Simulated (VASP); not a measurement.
Write the native input for VASP 6.6.1 that does the following.

```yaml
Task: single point
Functional: PBE
Potentials_or_basis: VASP PAW PBE potentials, release 64 (Al, Fe)
Cutoff: 520 eV
k_mesh: 14 × 14 × 14
Occupations: gaussian, width 0.1 eV
Spin: collinear spin, ferromagnetic start
Starting_moments: "[0.0, 0.85] μB"
Dipole_correction: no
Further_INCAR_settings: ALGO = Normal; EDIFF = 1e-07; NBANDS = 16
```

The structure of AlFe lies in POSCAR:

```
AlFe
1.0
    2.8743308737      0.0000000000      0.0000000000
    0.0000000000      2.8743308737      0.0000000000
    0.0000000000      0.0000000000      2.8743308737
Al Fe
1 1
Direct
    0.0000000000      0.0000000000      0.0000000000
    0.5000000000      0.5000000000      0.5000000000
```

One way to write it, as run:

INCAR

```
  PREC = Accurate
  ENCUT = 520
  EDIFF = 1E-7
  ISMEAR = 0
  SIGMA = 0.1
  LREAL = F
  LASPH = T
  NELM = 150
  ALGO = Normal
  ISIF = 2
  LWAVE = F
  LCHARG = F
  ISPIN = 2
  MAGMOM = 0 0.85
  LORBIT = 11
  LMAXMIX = 4
  GGA = PE
  NBANDS = 16
```

KPOINTS

```
Automatic mesh
0
Gamma
  14 14 14
```

Potentials or basis: VASP PAW PBE potentials, release 64 (Al, Fe).

Command:

```bash
$ cat potpaw_PBE.64/Al/POTCAR potpaw_PBE.64/Fe/POTCAR > POTCAR
$ mpirun -np 1 vasp_std > vasp.out
```

It gave:

| Property | Result |
| --- | --- |
| Pressure | 0.0 GPa |
| Net moment | 0.67 μB per cell |
| Site moments | Al -0.02; Fe +0.71 μB |
| Valence electrons inside the program's atomic spheres | Al 0.84; Fe 7.42 |

It took 2.5 min on 1 thread of AMD EPYC 7R43 64-Core Processor (Zen 3) (shared host), peak memory 0.16 GiB.
